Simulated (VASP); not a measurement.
A run of VASP 6.6.1:

Contents of INCAR:

```
  ALGO = Normal
  EDIFF = 1E-7
  EDIFFG = -0.005
  ENCUT = 600
  GGA = PS
  IBRION = 2
  ISIF = 3
  ISMEAR = -1
  LASPH = T
  LCHARG = F
  LREAL = F
  LWAVE = F
  NELM = 100
  NSW = 80
  PREC = Accurate
  PSTRESS = 200.0
  SIGMA = 0.05
```

KPOINTS

```
k-points
0
Gamma
  7 7 7
```

The input POSCAR:

```
RbBr
1.0
    0.0000000000      3.4270000000      3.4270000000
    3.4270000000      0.0000000000      3.4270000000
    3.4270000000      3.4270000000      0.0000000000
Rb Br
1 1
Direct
    0.0000000000      0.0000000000      0.0000000000
    0.5000000000      0.5000000000      0.5000000000
```

Potentials or basis: VASP PAW PBE potentials, release 64 (Rb_sv, Br).

Command:

```sh
$ cat potpaw_PBE.64/Rb_sv/POTCAR potpaw_PBE.64/Br/POTCAR > POTCAR
$ mpirun -np 1 vasp_std > vasp.out
```

Hardware: 1 thread of Intel(R) Xeon(R) Platinum 8488C (Sapphire Rapids) (shared host).

**Question.** Estimate the wall time of this run.

**Answer.** It took 95 s on 1 thread of Intel(R) Xeon(R) Platinum 8488C (Sapphire Rapids) (shared host), peak memory 0.26 GiB. Counts: scf iterations 54, k points 20, ion steps 5.
